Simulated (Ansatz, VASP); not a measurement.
# One calculation of SnTe, two programs

```
CELL_PARAMETERS angstrom
0.00000 3.15085 3.15085
3.15085 0.00000 3.15085
3.15085 3.15085 0.00000
ATOMIC_POSITIONS crystal
Sn 0.00000 0.00000 0.00000
Te 0.50000 0.50000 0.50000
```

Alike in both runs: task single point; functional PBE; dispersion D3(BJ); k mesh 6 × 6 × 6; no spin polarisation.

```csv
,VASP,Ansatz
version,VASP 6.6.1,Ansatz 0.2.0
potentials or method,"VASP PAW PBE potentials, release 64 (Sn_d, Te), cutoff 500 eV","plane waves, PAW"
occupations,"gaussian, width 0.01 eV",fixed
valence electrons in the cell,20,30
```

```csv
,VASP,Ansatz,Ansatz less VASP
gap on the k mesh at the Fermi level (eV),0.10,0.10,0.000
```

VASP's potentials hold 20 valence electrons a cell and Ansatz's 30, so a difference there can come from the potentials and not from the codes.

Spin-orbit coupling is off throughout.
